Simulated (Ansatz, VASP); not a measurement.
## One calculation of MnS, two programs

The input INCAR:

```
SYSTEM = MnS
ALGO = Normal ; EDIFF = 1E-7
ENCUT = 520 ; ISIF = 2
ISMEAR = 1 ; ISPIN = 2
LASPH = .TRUE. ; LCHARG = .FALSE.
LDAU = .TRUE. ; LDAUJ = 0.9 0
LDAUL = 2 -1 ; LDAUPRINT = 1
LDAUTYPE = 1 ; LDAUU = 4.9 0
LMAXMIX = 4 ; LORBIT = 11
LREAL = .FALSE. ; LWAVE = .FALSE.
MAGMOM = 2.8 0 ; NBANDS = 20
NELM = 150 ; PREC = Accurate
SIGMA = 0.1
```

File KPOINTS:

```
k-points
0
G
  7 7 7
  0 0 0
```

The input POSCAR:

```
MnS
1.0
    0.0000000000      2.8000000000      2.8000000000
    2.8000000000      0.0000000000      2.8000000000
    2.8000000000      2.8000000000      0.0000000000
Mn S
1 1
Direct
    0.0000000000      0.0000000000      0.0000000000
    0.2500000000      0.2500000000      0.2500000000
```

Input for Ansatz:

```yaml
crystal:
  lattice:
    - [0.0, 2.8, 2.8]
    - [2.8, 0.0, 2.8]
    - [2.8, 2.8, 0.0]
  atoms:
    - { symbol: Mn, position: [0.0, 0.0, 0.0], spin: 2.8 }
    - { symbol: S, position: [0.25, 0.25, 0.25] }
basis:
  ecutwfc: 500.0
kpoints:
  mp_grid:
    grid: [7, 7, 7]
hamiltonian:
  xc: lda
  pseudopotentials:
    kind: paw
  hubbard:
    - { species: Mn, l: d, u: 4.9, j: 0.9 }
magnetization:
  spin_polarized: true
scf:
  occupations:
    method: cold
    width: 0.1
```

Alike in both runs: task single point; functional LDA; k mesh 7 × 7 × 7; collinear spin; Hubbard terms Mn d U = 4.9 eV, J = 0.9 eV.

|  | VASP | Ansatz |
| --- | --- | --- |
| version | VASP 6.6.1 | Ansatz 0.2.0 |
| potentials or method | VASP PAW LDA potentials, release 64 (Mn_pv, S), cutoff 520 eV | plane waves, PAW |
| occupations | methfessel-paxton of order 1, width 0.1 eV | cold, width 0.1 eV |
| valence electrons in the cell | 19 | 21 |

Ansatz gave:

- net moment per atom (μB): 2.50
- size of the moment on the site where the two differ most (μB): 4.32

Q: Estimate VASP's values.

A: net moment per atom (μB): 2.50; size of the moment on the site where the two differ most (μB): 4.53.

LDA's correlation is that of Perdew and Zunger in VASP and of Perdew and Wang (1992) in Ansatz. Site moments also hang on the region over which each program counts them. The programs project onto different local orbitals, so the same U acts differently, and such runs can settle in different states. VASP's potentials hold 19 valence electrons a cell and Ansatz's 21, so a difference there can come from the potentials and not from the codes. Ansatz's warnings: stability check not made.
